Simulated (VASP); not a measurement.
# AlN in VASP: further runs

AlN is run at these levels: PBE, r2SCAN; tasks: single point.

Program: VASP 6.6.1. These are calculated values, not measurements. Logs are shortened: lines on timing, memory, paths and dates and some standing lists are left out, and cuts for length are marked.

### 1 The cell of the first run

The typed cell holds 16 atoms: a = 3.121 Å, b = 3.121 Å, c = 20.223 Å, α = 90.00°, β = 90.00°, γ = 120.00°.

### 2 Single point, PBE

The input, INCAR:

```
SYSTEM = AlN
PREC     = Accurate       ! precision mode
ENCUT    = 520            ! plane-wave cutoff, eV
EDIFF    = 1E-6           ! SCF threshold, eV
ISMEAR   = 0              ! smearing method
SIGMA    = 0.1            ! smearing width, eV
LREAL    = Auto         
LASPH    = .True.         ! aspherical terms in the spheres
NELM     = 60             ! most SCF steps
ALGO     = Normal         ! electronic algorithm
ISIF     = 2              ! what is computed and relaxed
LWAVE    = .False.        ! write WAVECAR
LCHARG   = .True.         ! write CHGCAR
GGA      = PE             ! functional
LELF     = .True.         ! ELF
LVHAR    = .True.       
NBANDS   = 46             ! bands
```

The input, KPOINTS:

```
Automatic mesh
0
Gamma
  6 6 1
  0 0 0
```

The input, POSCAR:

```
AlN
1.0
    3.1206836376     -0.0000464415     -0.0000380052
   -1.5603821473      2.7026293444      0.0000231550
   -0.0002466613      0.0000303826     20.2225410270
Al N
8 8
Direct
    0.3333152220      0.6666699705      0.8275394042
    0.9999727211     -0.0000074034      0.7019832580
    0.6666649983      0.3333244064      0.3285504725
    0.6666900004      0.3333352570      0.5774877489
    1.0000284507     -0.0000019288      0.4530051284
    0.3333407673      0.6666694176      0.0774968731
    0.9999997627      0.0000025948      0.2030534042
    0.6666702731      0.3333366094      0.9530341522
    0.6666575494      0.3333377075      0.0472285354
    0.6666499268      0.3333336388      0.6716964412
    0.3333265407      0.6666675284      0.9222551361
    1.0000012986     -0.0000037709      0.2977715745
    0.9999752094      0.0000002294      0.7967257236
    1.0000093689      0.0000021221      0.5471993730
    0.3333250926      0.6666654632      0.1722424794
    0.6667061512      0.3333348246      0.4227312952
```

Potentials or basis: VASP PAW PBE potentials, release 64 (Al, N).

Launch:

```console
$ cat potpaw_PBE.64/Al/POTCAR potpaw_PBE.64/N/POTCAR > POTCAR
$ mpirun -np 1 vasp_std > vasp.out
```

OUTCAR:

```text
SYSTEM = AlN
   PREC = Accurate
   ENCUT = 520
   EDIFF = 1E-6
   ISMEAR = 0
   LREAL = Auto
   LASPH = .True.
   NELM = 60
   ISIF = 2
   GGA = PE

 ion  position               nearest neighbor table
   1  0.333  0.667  0.828-  13 1.91  13 1.91  13 1.91  11 1.92   8 3.11   8 3.11   8 3.11   2 3.11
                             2 3.11   2 3.11
   2  1.000  1.000  0.702-  10 1.90  10 1.90  10 1.90  13 1.92   4 3.10   4 3.10   4 3.10   1 3.11
                             1 3.11   1 3.11
   3  0.667  0.333  0.329-  16 1.90  12 1.91  12 1.91  12 1.91   5 3.10   5 3.10   5 3.10   7 3.11
                             7 3.11   7 3.11
   4  0.667  0.333  0.577-  14 1.90  14 1.90  14 1.90  10 1.91   5 3.10   5 3.10   5 3.10   2 3.10
                             2 3.10   2 3.10
   5  0.000  1.000  0.453-  16 1.90  16 1.90  16 1.90  14 1.90   3 3.10   3 3.10   3 3.10   4 3.10
                             4 3.10   4 3.10
   6  0.333  0.667  0.077-   9 1.90   9 1.90   9 1.90  15 1.92   8 3.10   8 3.10   8 3.10   7 3.11
                             7 3.11   7 3.11
   7  1.000  0.000  0.203-  15 1.91  15 1.91  15 1.91  12 1.92   3 3.11   3 3.11   3 3.11   6 3.11
                             6 3.11   6 3.11
   8  0.667  0.333  0.953-   9 1.90  11 1.91  11 1.91  11 1.91   6 3.10   6 3.10   6 3.10   1 3.11
                             1 3.11   1 3.11
   9  0.667  0.333  0.047-   6 1.90   6 1.90   6 1.90   8 1.90
  10  0.667  0.333  0.672-   2 1.90   2 1.90   2 1.90   4 1.91
  11  0.333  0.667  0.922-   8 1.91   8 1.91   8 1.91   1 1.92
  12  0.000  1.000  0.298-   3 1.91   3 1.91   3 1.91   7 1.92
  13  1.000  0.000  0.797-   1 1.91   1 1.91   1 1.91   2 1.92
  14  0.000  0.000  0.547-   4 1.90   4 1.90   4 1.90   5 1.90
  15  0.333  0.667  0.172-   7 1.91   7 1.91   7 1.91   6 1.92
  16  0.667  0.333  0.423-   5 1.90   5 1.90   5 1.90   3 1.90

  LATTYP: Found a simple monoclinic cell.
 ALAT       =     3.1206561951
 B/A-ratio  =     6.4802207499
 C/A-ratio  =     1.7320755348
 COS(beta)  =    -0.8660228653

  Lattice vectors:

 A1 = (   1.5603014903,   2.7025829029,  -0.0000148502)
 A2 = (  -0.0002466613,   0.0000303826,  20.2225410270)
 A3 = (   0.0000806570,  -5.4052122473,  -0.0000083048)

Analysis of symmetry for initial positions (statically):
=====================================================================
 Subroutine PRICEL returns:
 Original cell was already a primitive cell.

 Routine SETGRP: Setting up the symmetry group for a
 simple monoclinic supercell.

 Subroutine GETGRP returns: Found  1 space group operations
 (whereof  1 operations were pure point group operations)
 out of a pool of  4 trial point group operations.
[... 144 lines left out ...]
   ISIF   =      2    stress and relaxation
   ISYM   =      2    0-nonsym 1-usesym 2-fastsym
   POTIM  = 0.5000    time-step for ionic-motion
   TEBEG  =    0.0;   TEEND  =   0.0 temperature during run
   PSTRESS=    0.0 pullay stress
   NELECT =      64.0000    total number of electrons
   NUPDOWN=      -1.0000    fix difference up-down
   EMIN   =  10.00;   EMAX   =-10.00  energy-range for DOS
   EFERMI =   0.00;   METHOD = LEGACY
   ISMEAR =     0;   SIGMA  =   0.10  broadening in eV -4-tet -1-fermi 0-gaus
   EFERMI_NEDOS =   21; number of points for ismear=-14 and -15
   IALGO  =     38    algorithm
   IMIX   =      4    mixing-type and parameters
     AMIX     =   0.40;   BMIX     =  1.00
     AMIX_MAG =   1.60;   BMIX_MAG =  1.00
  volume/ion in A,a.u.               =      10.66        71.94
  Fermi-wavevector in a.u.,A,eV,Ry     =   1.180807  2.231401 18.970659  1.394304
  Thomas-Fermi vector in A             =   2.317092
   LORBIT       =      0    0 simple, 1 ext, 2 COOP (PROOUT), +10 PAW based schemes
   GGA     = PE    functional components
   LHFCALC =     F    Hartree Fock is set to
   AEXX    =    0.0000 exact exchange contribution
   IVDW    =     0    specifies the selected vdW correction
   LEPSILON=     F    determine dielectric tensor
   LRPA    =     F    only Hartree local field effects (RPA)
 non-spin polarized calculation
 Gauss-broadening in eV      SIGMA  =   0.10
  energy-cutoff  :      520.00
  volume of cell :      170.56
 maximum number of plane-waves:      4614
   NGX = 11   NGY = 11   NGZ = 75

 number of electron      63.9999992 magnetization

 Free energy of the ion-electron system (eV)
  ---------------------------------------------------
  ext. energy  EPLUGINS =         0.00000000
  ---------------------------------------------------
  free energy    TOTEN  =      -118.93502976 eV

  energy without entropy =     -118.93502976  energy(sigma->0) =     -118.93502976

 E-fermi :   6.3045     XC(G=0): -10.8277

 val. band max:        5.8493937110   @ k =   0.0000   0.0000   0.0000
 cond. band min:       9.7059405855   @ k =   0.5000   0.0000  -0.0000
 fundamental gap:      3.8565468746
 Fermi energy:         6.3044931066

 k-point     1 :       0.0000    0.0000    0.0000
  band No.  band energies     occupation
      1      -9.1294      2.00000
      2      -8.9032      2.00000
      3      -8.8333      2.00000
      4      -8.2568      2.00000
      5      -8.2540      2.00000
      6      -7.5093      2.00000
[... 929 lines left out ...]
     43      14.6242      0.00000
     44      14.7283      0.00000
 [bands above 44 left out]

------------------------ aborting loop because EDIFF is reached ----------------------------------------

  FORCE on cell =-STRESS in cart. coord.  units (eV):
  Direction    XX          YY          ZZ          XY          YZ          ZX
  --------------------------------------------------------------------------------------
  -------------------------------------------------------------------------------------
  Total       -0.3035090     -0.3052838     -0.2865837      0.0039639     -0.0001639      0.0027905
  in kB       -2.8511099     -2.8677823     -2.6921162      0.0372366     -0.0015399      0.0262137
  external PRESSURE =      -2.8036695 kB  Pullay stress =       0.0000000 kB

 VOLUME and BASIS-vectors are now :
 -----------------------------------------------------------------------------
  energy-cutoff  :      520.00
  volume of cell :      170.56
      direct lattice vectors                 reciprocal lattice vectors
     3.120683638 -0.000046441 -0.000038005     0.320445360  0.185011393  0.000003631
    -1.560382147  2.702629344  0.000023155     0.000005506  0.370013222 -0.000000556
    -0.000246661  0.000030383 20.222541027     0.000000602 -0.000000076  0.049449770

 POSITION                                       TOTAL-FORCE (eV/Angst)
 -----------------------------------------------------------------------------------
     -0.00029      1.80177     16.73495        -0.000186     -0.000210      0.000937
      1.56005      2.70258     14.19587         0.000286      0.000254      0.000563
      1.56026      0.90083      6.64411         0.000493      0.000258     -0.000759
      1.56026      0.90087     11.67825        -0.000516     -0.000017      0.010436
     -1.56040      2.70264      9.16094        -0.000036      0.000047     -0.006358
     -0.00003      1.80175      1.56719        -0.000484      0.000026      0.006584
[... 8 lines left out ...]
     -0.00009      1.80174      3.48318        -0.000036      0.000096      0.002576
      1.56034      0.90086      8.54868        -0.000407     -0.000114     -0.000520
 -----------------------------------------------------------------------------------
    total drift:                                0.000581      0.000445      0.005531

  FREE ENERGIE OF THE ION-ELECTRON SYSTEM (eV)
  ---------------------------------------------------
  free  energy   TOTEN  =      -118.9350297650 eV

  energy  without entropy=     -118.9350297650  energy(sigma->0) =     -118.93502976
```

OSZICAR:

```text
N       E                     dE             d eps       ncg     rms          rms(c)
DAV:   1     0.255119984910E+03    0.25512E+03   -0.29741E+04  1840   0.125E+03
DAV:   2    -0.112566808409E+03   -0.36769E+03   -0.34681E+03  2382   0.251E+02
DAV:   3    -0.137333982255E+03   -0.24767E+02   -0.24590E+02  2352   0.693E+01
DAV:   4    -0.137635550463E+03   -0.30157E+00   -0.30110E+00  2216   0.857E+00
DAV:   5    -0.137640348263E+03   -0.47978E-02   -0.47962E-02  2270   0.107E+00    0.241E+01
DAV:   6    -0.118911422299E+03    0.18729E+02   -0.72856E+01  2208   0.328E+01    0.839E+00
DAV:   7    -0.118988063223E+03   -0.76641E-01   -0.24429E+00  2140   0.639E+00    0.588E+00
DAV:   8    -0.118942859063E+03    0.45204E-01   -0.22183E-01  2144   0.268E+00    0.890E-01
DAV:   9    -0.118932973940E+03    0.98851E-02   -0.50943E-02  2312   0.897E-01    0.431E-01
DAV:  10    -0.118935496491E+03   -0.25226E-02   -0.12756E-02  2232   0.456E-01    0.227E-01
DAV:  11    -0.118935030636E+03    0.46586E-03   -0.14237E-03  2232   0.201E-01    0.854E-02
DAV:  12    -0.118935029217E+03    0.14192E-05   -0.37797E-04  2176   0.928E-02    0.340E-02
DAV:  13    -0.118935029603E+03   -0.38612E-06   -0.14241E-05  2240   0.224E-02    0.190E-02
DAV:  14    -0.118935029765E+03   -0.16221E-06   -0.52575E-06  1928   0.123E-02
   1 F= -.11893503E+03 E0= -.11893503E+03  d E =-.162366E-11
```

stdout:

```text
POSCAR found type information on POSCAR AlN
 POSCAR found :  2 types and      16 ions
 scaLAPACK will be used
 LDA part: xc-table for (Slater+PW92), standard interpolation
 POSCAR, INCAR and KPOINTS ok, starting setup
 FFT: planning ... GRIDC
 FFT: planning ... GRID_SOFT
 FFT: planning ... GRID
 WAVECAR not read
 entering main loop
```

Wall time 6.2 min (1 thread of AMD EPYC 7R13, shared host); peak memory 0.29 GiB.

What came out:

```
Free energy            : -118.9350 eV
Pressure               : -0.3 GPa
Largest force          : 0.010 eV/Å
Band gap on the k mesh : 3.86 eV (least direct gap 4.00 eV)
```

Forces in eV/Å, atoms in the order of the input:
```
Al   0.000  0.000  0.001
Al   0.000  0.000  0.001
Al   0.000  0.000 -0.001
Al  -0.001  0.000  0.010
Al   0.000  0.000 -0.006
Al   0.000  0.000  0.007
Al   0.000  0.000 -0.006
Al   0.000  0.000 -0.003
N    0.000  0.000 -0.003
N    0.000  0.000 -0.003
N    0.000  0.000  0.000
N    0.000  0.000  0.002
N    0.000  0.000  0.002
N    0.000  0.000 -0.002
N    0.000  0.000  0.003
N    0.000  0.000 -0.001
```

Levels at points of the mesh, in eV from the valence-band top:
| k point | band 30 | band 31 | band 32 | band 33 | band 34 | band 35 |
| --- | --- | --- | --- | --- | --- | --- |
| (0.00, 0.00, 0.00) | -0.05 | -0.05 | 0.00 | 4.00 | 4.90 | 5.03 |
| (0.50, 0.00, 0.00) | -0.84 | -0.78 | -0.55 | 3.86 | 4.03 | 5.30 |
| (0.00, 0.50, 0.00) | -0.84 | -0.78 | -0.55 | 3.86 | 4.03 | 5.30 |
| (0.50, 0.50, 0.00) | -0.84 | -0.78 | -0.55 | 3.86 | 4.03 | 5.30 |

Caveat: an odd mesh through Γ misses points on the zone boundary, where band edges can lie.

### 3 Single point, r2SCAN

The input, POSCAR:

```
AlN
1.0
    3.1205480836      0.0000000289      0.0000000000
   -1.5602740668      2.7024738997      0.0000000000
    0.0000000000      0.0000000000     20.2232733000
Al N
8 8
Direct
    0.3333333333      0.6666666667      0.8275380000
    0.0000000000      0.0000000000      0.7019940000
    0.6666666667      0.3333333333      0.3285430000
    0.6666666667      0.3333333333      0.5774950000
    0.0000000000      0.0000000000      0.4530010000
    0.3333333333      0.6666666667      0.0774970000
    0.0000000000      0.0000000000      0.2030450000
    0.6666666667      0.3333333333      0.9530330000
    0.6666666667      0.3333333333      0.0472290000
    0.6666666667      0.3333333333      0.6716970000
    0.3333333333      0.6666666667      0.9222570000
    0.0000000000      0.0000000000      0.2977690000
    0.0000000000      0.0000000000      0.7967320000
    0.0000000000      0.0000000000      0.5471980000
    0.3333333333      0.6666666667      0.1722440000
    0.6666666667      0.3333333333      0.4227290000
```

The input, INCAR.step1:

```
PREC = Accurate
ENCUT = 520
ISMEAR = 0
SIGMA = 0.02
LREAL = Auto
LASPH = T
NELM = 60
NBANDS = 46
GGA = PE
ALGO = Normal
EDIFF = 1E-4
LWAVE = T
LCHARG = F
```

The input, INCAR.step2:

```
PREC = Accurate
ENCUT = 520
EDIFF = 1E-7
ISMEAR = 0
SIGMA = 0.02
LREAL = Auto
LASPH = T
NELM = 60
ALGO = Normal
ISIF = 2
LWAVE = F
LCHARG = F
METAGGA = R2SCAN
LMIXTAU = T
NBANDS = 46
ISTART = 1
```

The input, KPOINTS:

```
Automatic mesh
0
Gamma
  12 12 2
```

Potentials or basis: VASP PAW PBE potentials, release 64 (Al, N).

Launch:

```console
$ cat potpaw_PBE.64/Al/POTCAR potpaw_PBE.64/N/POTCAR > POTCAR
$ cp INCAR.step1 INCAR
$ mpirun -np 1 vasp_std > vasp.out
$ cp INCAR.step2 INCAR
$ mpirun -np 1 vasp_std > vasp.out
```

Run time: 56 min. Hardware: 1 thread of AMD EPYC 7R43 (Zen 3), shared host; peak memory 0.36 GiB.

It converged, with:

```
Free energy            : -153.5609 eV
Pressure               : -5.0 GPa
Largest force          : 0.022 eV/Å
Band gap on the k mesh : 4.40 eV (least direct gap 4.67 eV)
```

Forces on the atoms (eV/Å):
```
Al   0.000  0.000  0.020
Al   0.000  0.000 -0.012
Al   0.000  0.000  0.010
Al   0.000  0.000  0.022
Al   0.000  0.000 -0.006
Al   0.000  0.000  0.018
Al   0.000  0.000  0.000
Al   0.000  0.000 -0.001
N    0.000  0.000 -0.013
N    0.000  0.000 -0.001
N    0.000  0.000 -0.004
N    0.000  0.000 -0.008
N    0.000  0.000 -0.005
N    0.000  0.000 -0.009
N    0.000  0.000 -0.001
N    0.000  0.000 -0.011
```

Stress tensor (GPa, compression positive):
```
-5.02  0.00  0.00
 0.00 -5.02  0.00
 0.00  0.00 -4.94
```

Levels at points of the mesh, in eV from the valence-band top:
| k point | band 28 | band 29 | band 30 | band 31 | band 32 | band 33 | band 34 | band 35 | band 36 | band 37 |
| --- | --- | --- | --- | --- | --- | --- | --- | --- | --- | --- |
| (0.00, 0.00, 0.00) | -0.17 | -0.17 | -0.05 | -0.05 | 0.00 | 4.67 | 5.58 | 5.71 | 7.01 | 7.02 |
| (0.50, 0.00, 0.00) | -0.97 | -0.85 | -0.85 | -0.80 | -0.56 | 4.47 | 4.65 | 5.97 | 6.19 | 6.35 |
| (0.00, 0.00, 0.50) | -0.27 | -0.15 | -0.15 | -0.05 | -0.05 | 4.90 | 5.04 | 6.36 | 6.43 | 7.34 |
| (0.50, 0.00, 0.50) | -1.07 | -1.06 | -0.77 | -0.69 | -0.59 | 4.40 | 4.74 | 5.98 | 6.06 | 6.43 |

Caveat: the cell stands under tension; the PAW data sets were made with another functional, which shifts forces and pressure a little.
